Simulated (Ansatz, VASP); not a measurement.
# One calculation of ZnO, two programs

Contents of POSCAR:

```
ZnO
1.0
    3.2309097002      0.0000000000      0.0000000000
   -1.6154548501      2.7980498777      0.0000000000
    0.0000000000      0.0000000000      5.2156080707
Zn O
2 2
Direct
    0.3333333333      0.6666666667     -0.0257085107
    0.6666666667      0.3333333333      0.4742914893
    0.3333333333      0.6666666667      0.4077085107
    0.6666666667      0.3333333333      0.9077085107
```

The input INCAR.step1:

```
PREC = Accurate
ENCUT = 520
ISMEAR = 0
SIGMA = 0.01
LREAL = False
LASPH = True
NELM = 100
NBANDS = 26
GGA = PE
ALGO = Normal
EDIFF = 1E-4
LWAVE = True
LCHARG = False
```

Contents of INCAR.step2:

```
PREC = Accurate
ENCUT = 520
EDIFF = 1E-6
ISMEAR = 0
SIGMA = 0.01
LREAL = False
LASPH = True
NELM = 100
ALGO = Normal
ISIF = 2
LWAVE = False
LCHARG = False
METAGGA = R2SCAN
LMIXTAU = True
NBANDS = 26
ISTART = 1
```

File KPOINTS:

```
regular mesh
0
Gamma
  9 9 6
```

Input for Ansatz:

```yaml
crystal:
  lattice:
    - [3.2309097002, 0.0, 0.0]
    - [-1.6154548501, 2.7980498777, 0.0]
    - [0.0, 0.0, 5.2156080707]
  atoms:
    - { symbol: Zn, position: [0.3333333333, 0.6666666667, -0.0257085107] }
    - { symbol: Zn, position: [0.6666666667, 0.3333333333, 0.4742914893] }
    - { symbol: O, position: [0.3333333333, 0.6666666667, 0.4077085107] }
    - { symbol: O, position: [0.6666666667, 0.3333333333, 0.9077085107] }
basis:
  ecutwfc: 500
  xc_grid: 2
kpoints:
  mp_grid: { grid: [9, 9, 6] }
hamiltonian:
  xc: r2scan
  pseudopotentials: { kind: paw, azcp: { folder: soft_1 } }
scf:
  occupations: { method: fixed }
output:
  forces: true
  stress: true
  eigenvalues: true
  polarization: {}
```

Change from the starting cell: polar distortion scaled by 0.55.

Alike in both runs: task single point; functional r2SCAN; k mesh 9 × 9 × 6; no spin polarisation.

|  | VASP | Ansatz |
| --- | --- | --- |
| version | VASP 6.6.1 | Ansatz 0.2.0 |
| potentials or method | VASP PAW PBE potentials, release 64 (Zn, O), cutoff 520 eV | scalar-relativistic, plane waves, PAW |
| occupations | gaussian, width 0.01 eV | fixed |
| valence electrons in the cell | 36 | 36 |

Ansatz gave:

| Quantity | Value |
| --- | --- |
| gap on the k mesh at the Fermi level (eV) | 1.26 |
| least direct gap on the mesh (eV) | 1.26 |
| pressure (GPa) | 4.0 |
| traceless stress, the component that is largest in VASP (GPa) | -9.80 |
| rms of the force components (eV/Å) | 0.384 |

What did VASP give for the same quantities?

gap on the k mesh at the Fermi level (eV): 1.27; least direct gap on the mesh (eV): 1.27; pressure (GPa): 5.3; traceless stress, the component that is largest in VASP (GPa): -10.65; rms of the force components (eV/Å): 0.406.

VASP's potentials were made for PBE, not for r2SCAN. Atom by atom the forces differ by 0.022 eV/Å (rms over components).
